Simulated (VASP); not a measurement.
# Cu4O in VASP: relaxation of the atoms with PBEsol

Aim: the relaxation of the atoms of Cu4O with PBEsol.

Program: VASP 6.6.1. These are calculated values, not measurements. Logs are shortened: lines on timing, memory, paths and dates and some standing lists are left out, and cuts for length are marked.

## (1) The cell of the first run

The cell holds a slab with vacuum, 5 atoms: a = 2.520 Å, b = 2.520 Å, c = 25.172 Å, α = 90.00°, β = 90.00°, γ = 120.00°.

## (2) Relaxation of the atoms, PBEsol

The input, INCAR:

```
SYSTEM = Cu4O
PREC = Accurate
ENCUT = 520
EDIFF = 1E-6
ISMEAR = 0
SIGMA = 0.1
LREAL = .False.
LASPH = .True.
NELM = 100
ALGO = Normal
ISIF = 2
LWAVE = .False.
LCHARG = .False.
LDIPOL = .True.
IDIPOL = 3
DIPOL = 0.5 0.5 0.499
GGA = PS
IBRION = 2
NSW = 90
EDIFFG = -0.03
```

The input, KPOINTS:

```
Automatic mesh
0
Gamma
  12 12 1
  0 0 0
```

The input, POSCAR:

```
Cu4O
1.0
    2.5196845177      0.0000000000      0.0000000000
   -1.2598422588      2.1821108018      0.0000000000
    0.0000000000      0.0000000000     25.1719413810
Cu O
4 1
Selective dynamics
Direct
    0.6666666667      0.3333333333      0.3376775700  F F F
    0.3333333333      0.6666666667      0.4194080080  F F F
    0.0000000000      0.0000000000      0.5001010482  T T T
    0.6666666667      0.3333333333      0.5807085547  T T T
    0.6666666667      0.3333333333      0.6593675651  T T T
```

Potentials or basis: VASP PAW PBE potentials, release 64 (Cu, O).

Launch:

```
> cat potpaw_PBE.64/Cu/POTCAR potpaw_PBE.64/O/POTCAR > POTCAR
> mpirun -np 1 vasp_std > vasp.out
```

OUTCAR:

```text
SYSTEM = Cu4O
   PREC = Accurate
   ENCUT = 520
   EDIFF = 1E-6
   ISMEAR = 0
   LREAL = .False.
   LASPH = .True.
   NELM = 100
   ISIF = 2
   GGA = PS
   IBRION = 2
   NSW = 90
   EDIFFG = -0.03

 ion  position               nearest neighbor table
   1  0.667  0.333  0.338-   2 2.52   2 2.52   2 2.52
   2  0.333  0.667  0.419-   3 2.50   3 2.50   3 2.50   1 2.52   1 2.52   1 2.52
   3  0.000  0.000  0.500-   4 2.50   4 2.50   4 2.50   2 2.50   2 2.50   2 2.50
   4  0.667  0.333  0.581-   5 1.98   3 2.50   3 2.50   3 2.50
   5  0.667  0.333  0.659-   4 1.98

  LATTYP: Found a hexagonal cell.
 ALAT       =     2.5196845177
 C/A-ratio  =     9.9901163039

  Lattice vectors:

 A1 = (   2.5196845177,   0.0000000000,   0.0000000000)
 A2 = (  -1.2598422588,   2.1821108018,   0.0000000000)
 A3 = (   0.0000000000,   0.0000000000,  25.1719413810)

Analysis of symmetry for initial positions (statically):
=====================================================================
 Subroutine PRICEL returns:
 Original cell was already a primitive cell.

 Routine SETGRP: Setting up the symmetry group for a
 hexagonal supercell.

 Subroutine GETGRP returns: Found  6 space group operations
 (whereof  6 operations were pure point group operations)
 out of a pool of 24 trial point group operations.

The static configuration has the point symmetry C_3v.

Analysis of symmetry for dynamics (positions and initial velocities):
=====================================================================
 Subroutine PRICEL returns:
 Original cell was already a primitive cell.

 Routine SETGRP: Setting up the symmetry group for a
 hexagonal supercell.

 Subroutine GETGRP returns: Found  6 space group operations
 (whereof  6 operations were pure point group operations)
 out of a pool of 24 trial point group operations.

The dynamic configuration has the point symmetry C_3v.

Analysis of constrained symmetry for selective dynamics:
=====================================================================
 Subroutine PRICEL returns:
 Original cell was already a primitive cell.

 Routine SETGRP: Setting up the symmetry group for a
 hexagonal supercell.

 Subroutine GETGRP returns: Found  6 space group operations
 (whereof  6 operations were pure point group operations)
 out of a pool of 24 trial point group operations.

The constrained configuration has the point symmetry C_3v.

 Subroutine INISYM returns: Found  6 space group operations
 (whereof  6 operations are pure point group operations),
 and found     1 'primitive' translations

----------------------------------------------------------------------------------------

                                     Primitive cell

  volume of cell :     138.4011

  direct lattice vectors                    reciprocal lattice vectors
     2.519684518  0.000000000  0.000000000     0.396875082  0.229135936  0.000000000
    -1.259842259  2.182110802  0.000000000     0.000000000  0.458271871  0.000000000
     0.000000000  0.000000000 25.171941381     0.000000000  0.000000000  0.039726773

  length of vectors
     2.519684518  2.519684518 25.171941381     0.458271871  0.458271871  0.039726773

  position of ions in fractional coordinates (direct lattice)
     0.666666667  0.333333333  0.337677570
     0.333333333  0.666666667  0.419408008
     0.000000000  0.000000000  0.500101048
     0.666666667  0.333333333  0.580708555
     0.666666667  0.333333333  0.659367565

  ion indices of the primitive-cell ions
   primitive index   ion index
                 1           1
                 2           2
                 3           3
                 4           4
                 5           5

----------------------------------------------------------------------------------------

 KPOINTS: Automatic mesh

Automatic generation of k-mesh.
 Grid dimensions read from file:
 generate k-points for:   12   12    1

 Generating k-lattice:

  Cartesian coordinates                     Fractional coordinates (reciprocal lattice)
     0.033072924  0.019094661  0.000000000     0.083333333  0.000000000  0.000000000
     0.000000000  0.038189323  0.000000000     0.000000000  0.083333333  0.000000000
     0.000000000  0.000000000  0.039726773     0.000000000  0.000000000  1.000000000

  Length of vectors
     0.038189323  0.038189323  0.039726773

  Shift w.r.t. Gamma in fractional coordinates (k-lattice)
     0.000000000  0.000000000  0.000000000

 Subroutine IBZKPT returns following result:
 ===========================================

 Found     19 irreducible k-points:

 Following reciprocal coordinates:
            Coordinates               Weight
  0.000000  0.000000  0.000000      1.000000
  0.083333  0.000000  0.000000      6.000000
  0.166667  0.000000  0.000000      6.000000
  0.250000 -0.000000  0.000000      6.000000
  0.333333  0.000000  0.000000      6.000000
  0.416667  0.000000  0.000000      6.000000
[... 11 lines left out ...]
  0.333333  0.250000  0.000000     12.000000
  0.333333  0.333333  0.000000      2.000000
   k-points           NKPTS =     19   k-points in BZ     NKDIM =     19   number of bands    NBANDS=     30
   number of dos      NEDOS =    301   number of ions     NIONS =      5
   total plane-waves  NPLWV =  76800
   dimension x,y,z NGX =    20 NGY =   20 NGZ =  192
   dimension x,y,z NGXF=    40 NGYF=   40 NGZF=  384
   ions per type =               4   1
   NGX,Y,Z   is equivalent  to a cutoff of  13.20, 13.20, 12.68 a.u.
   NGXF,Y,Z  is equivalent  to a cutoff of  26.39, 26.39, 25.36 a.u.
 SYSTEM =  Cu4O
   PREC   = accura    normal or accurate (medium, high low for compatibility)
   ISTART =      0    job   : 0-new  1-cont  2-samecut
   ICHARG =      2    charge: 1-file 2-atom 10-const
   ISPIN  =      1    spin polarized calculation?
   LNONCOLLINEAR =      F non collinear calculations
   LSORBIT =      F    spin-orbit coupling
   LASPH  =      T    aspherical Exc in radial PAW
   ENCUT  =  520.0 eV  38.22 Ry    6.18 a.u.   4.68  4.68 46.80*2*pi/ulx,y,z
   NELM   =    100;   NELMIN=  2; NELMDL= -5     # of ELM steps
   EDIFF  = 0.1E-05   stopping-criterion for ELM
   LREAL  =      F    real-space projection
   EDIFFG = -.3E-01   stopping-criterion for IOM
   NSW    =     90    number of steps for IOM
   IBRION =      2    ionic relax: 0-MD 1-quasi-New 2-CG
   NFREE  =      1    steps in history (QN), initial steepest desc. (CG)
   ISIF   =      2    stress and relaxation
   ISYM   =      2    0-nonsym 1-usesym 2-fastsym
   POTIM  = 0.5000    time-step for ionic-motion
   TEBEG  =    0.0;   TEEND  =   0.0 temperature during run
   PSTRESS=    0.0 pullay stress
   NELECT =      50.0000    total number of electrons
   NUPDOWN=      -1.0000    fix difference up-down
   EMIN   =  10.00;   EMAX   =-10.00  energy-range for DOS
   EFERMI =   0.00;   METHOD = LEGACY
   ISMEAR =     0;   SIGMA  =   0.10  broadening in eV -4-tet -1-fermi 0-gaus
   EFERMI_NEDOS =   21; number of points for ismear=-14 and -15
   IALGO  =     38    algorithm
   IMIX   =      4    mixing-type and parameters
     AMIX     =   0.40;   BMIX     =  1.00
     AMIX_MAG =   1.60;   BMIX_MAG =  1.00
  volume/ion in A,a.u.               =      27.68       186.80
  Fermi-wavevector in a.u.,A,eV,Ry     =   1.165963  2.203351 18.496723  1.359471
  Thomas-Fermi vector in A             =   2.302483
   LORBIT       =      0    0 simple, 1 ext, 2 COOP (PROOUT), +10 PAW based schemes
   GGA     = PS    functional components
   LHFCALC =     F    Hartree Fock is set to
   AEXX    =    0.0000 exact exchange contribution
   IVDW    =     0    specifies the selected vdW correction
   LEPSILON=     F    determine dielectric tensor
   LRPA    =     F    only Hartree local field effects (RPA)
 conjugate gradient relaxation of ions
 non-spin polarized calculation
 Gauss-broadening in eV      SIGMA  =   0.10
  energy-cutoff  :      520.00
  volume of cell :      138.40
 maximum number of plane-waves:      3765
 NGX is ok and might be reduce to    20
   NGX =  9   NGY =  9   NGZ = 93

 dipolmoment           0.000000      0.000000     -0.140060 electrons x Angstroem

--------------------------------------- Ionic step        1  -------------------------------------------

 number of electron      50.0000009 magnetization

 Free energy of the ion-electron system (eV)
  ---------------------------------------------------
  ext. energy  EPLUGINS =         0.00000000
  ---------------------------------------------------
  free energy    TOTEN  =       -19.96130039 eV

  energy without entropy =      -19.93912926  energy(sigma->0) =      -19.95021482

------------------------ aborting loop because EDIFF is reached ----------------------------------------

  FORCE on cell =-STRESS in cart. coord.  units (eV):
  Direction    XX          YY          ZZ          XY          YZ          ZX
  --------------------------------------------------------------------------------------
  -------------------------------------------------------------------------------------
  Total       -1.6800796     -1.6800796     -3.1411117     -0.0000000     -0.0000000     -0.0000000
  in kB      -19.4491565    -19.4491565    -36.3625466     -0.0000000     -0.0000000     -0.0000000
  external PRESSURE =     -25.0869532 kB  Pullay stress =       0.0000000 kB
[... 98 lines left out ...]
  FREE ENERGIE OF THE ION-ELECTRON SYSTEM (eV)
  ---------------------------------------------------
  free  energy   TOTEN  =       -20.1541042410 eV

  energy  without entropy=      -20.1270655706  energy(sigma->0) =      -20.14058491

[... ionic steps 4 to 8 ...]

--------------------------------------- Ionic step        9  -------------------------------------------

 number of electron      49.9999996 magnetization

------------------------ aborting loop because EDIFF is reached ----------------------------------------
[... 73 lines left out ...]
--------------------------------------- Ionic step       11  -------------------------------------------

 number of electron      49.9999995 magnetization

 dipolmoment           0.000000      0.000000      0.119805 electrons x Angstroem

 Free energy of the ion-electron system (eV)
  ---------------------------------------------------
  ext. energy  EPLUGINS =         0.00000000
  ---------------------------------------------------
  free energy    TOTEN  =       -20.16449294 eV

  energy without entropy =      -20.13765189  energy(sigma->0) =      -20.15107241

 E-fermi :  -1.6976     XC(G=0):  -5.6563

 val. band max:       -1.7137931359   @ k =   0.3333   0.3333   0.0000
 cond. band min:      -1.6656545936   @ k =   0.4167   0.0833   0.0000
 fundamental gap:      0.0481385424
 Fermi energy:        -1.6975841180

 k-point     1 :       0.0000    0.0000    0.0000
  band No.  band energies     occupation
      1     -19.6639      2.00000
      2     -10.8531      2.00000
      3      -9.5085      2.00000
      4      -7.7965      2.00000
      5      -7.0122      2.00000
      6      -6.0600      2.00000
[... 616 lines left out ...]
     29       3.2294      0.00000
     30       3.7451      0.00000

------------------------ aborting loop because EDIFF is reached ----------------------------------------

 vacuum level on the upper side and lower side of the slab       (xc-potential included)         1.921        -1.940

  FORCE on cell =-STRESS in cart. coord.  units (eV):
  Direction    XX          YY          ZZ          XY          YZ          ZX
  --------------------------------------------------------------------------------------
  -------------------------------------------------------------------------------------
  Total       -1.1304026     -1.1304026     -0.3543611     -0.0000000      0.0000000      0.0000000
  in kB      -13.0859142    -13.0859142     -4.1022006     -0.0000000      0.0000000      0.0000000
  external PRESSURE =     -10.0913430 kB  Pullay stress =       0.0000000 kB
[... 20 lines left out ...]
  FREE ENERGIE OF THE ION-ELECTRON SYSTEM (eV)
  ---------------------------------------------------
  free  energy   TOTEN  =       -20.1644929401 eV

  energy  without entropy=      -20.1376518887  energy(sigma->0) =      -20.15107241

 reached required accuracy - stopping structural energy minimisation

 vacuum level on the upper side and lower side of the slab         7.296         3.353
```

Run time: 20 min. Hardware: 1 thread of Intel Xeon 8259CL, shared host; peak memory 0.3 GiB.

Results:

```yaml
Free_energy: -20.1645 eV
Energy_gained_by_relaxing: 40.6 meV/atom
Ionic_steps: 11
Band_gap_on_the_k_mesh: zero (bands 25 and 26 overlap by 4.16 eV)
```

The path:
```
step  energy change (eV)  largest force on free atoms (eV/Å)  pressure (GPa)
   1              0.0000                              1.6857           -2.51
   2             -0.1852                              0.5508           -1.58
   3             -0.1928                              0.3605           -1.24
   4             -0.1929                              0.3573           -1.28
   5             -0.1993                              0.1946           -1.17
   6             -0.2021                              0.0969           -1.07
   7             -0.2023                              0.0822           -1.17
   8             -0.2023                              0.0378           -1.05
   9             -0.2025                              0.0385           -1.14
  10             -0.2028                              0.0328           -1.09
  11             -0.2032                              0.0243           -1.01
```

Final structure:
```cif
data_structure
_symmetry_space_group_name_H-M 'P 1'
_symmetry_Int_Tables_number 1
_cell_length_a 2.5197
_cell_length_b 2.5197
_cell_length_c 25.1719
_cell_angle_alpha 90.000
_cell_angle_beta 90.000
_cell_angle_gamma 120.000
_cell_volume 138.40
loop_
_atom_site_label
_atom_site_type_symbol
_atom_site_fract_x
_atom_site_fract_y
_atom_site_fract_z
_atom_site_occupancy
Cu1 Cu 0.66667 0.33333 0.33768 1
Cu2 Cu 0.33333 0.66667 0.41941 1
Cu3 Cu 0.00000 0.00000 0.50127 1
Cu4 Cu 0.66667 0.33333 0.58330 1
O1 O 0.66667 0.33333 0.65407 1
```

Caveat: the PAW data sets were made with another functional, which shifts forces and pressure a little. With open d or f shells a metallic result of PBEsol can be an artefact of self-interaction; +U or a hybrid may open a gap.

The gap in the log of VASP goes by the Fermi energy; the results here count the filled bands.